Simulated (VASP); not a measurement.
A run of VASP 6.6.1:

INCAR

```
PREC = Accurate
ENCUT = 520
EDIFF = 1E-6
ISMEAR = 0
SIGMA = 0.15
LREAL = F
LASPH = T
NELM = 80
ALGO = Normal
ISIF = 2
LWAVE = F
LCHARG = F
GGA = PE
NBANDS = 38
```

File KPOINTS:

```
Automatic mesh
0
Gamma
  3 3 4
```

File POSCAR:

```
ZrNb2N4
1.0
    3.0847655716     -4.2894112326      0.0000000000
    3.0847655716      4.2894112326      0.0000000000
    0.0000000000      0.0000000000      3.1909743983
Zr Nb N
1 2 4
Direct
    0.0000000000      0.0000000000      0.0000000000
    0.5000000000      0.0000000000      0.5000000000
    0.0000000000      0.5000000000      0.5000000000
    0.2387622464      0.2387622464      0.5000000000
    0.7612377536      0.7612377536      0.5000000000
    0.7450785901      0.2549214099      0.0000000000
    0.2549214099      0.7450785901      0.0000000000
```

Potentials or basis: VASP PAW PBE potentials, release 64 (Zr_sv, Nb_sv, N).

Launch:

```sh
$ cat potpaw_PBE.64/Zr_sv/POTCAR potpaw_PBE.64/Nb_sv/POTCAR potpaw_PBE.64/N/POTCAR > POTCAR
$ mpirun -np 1 vasp_std > vasp.out
```

Hardware: 1 thread of Intel(R) Xeon(R) Platinum 8488C (Sapphire Rapids), with other jobs on the host.

Problem. How long does it take, and how much memory?

Solution. Run time: 31 s on 1 thread of Intel(R) Xeon(R) Platinum 8488C (Sapphire Rapids), on a shared host, peak memory 0.2 GiB. Counts: scf iterations 16, k points 12.
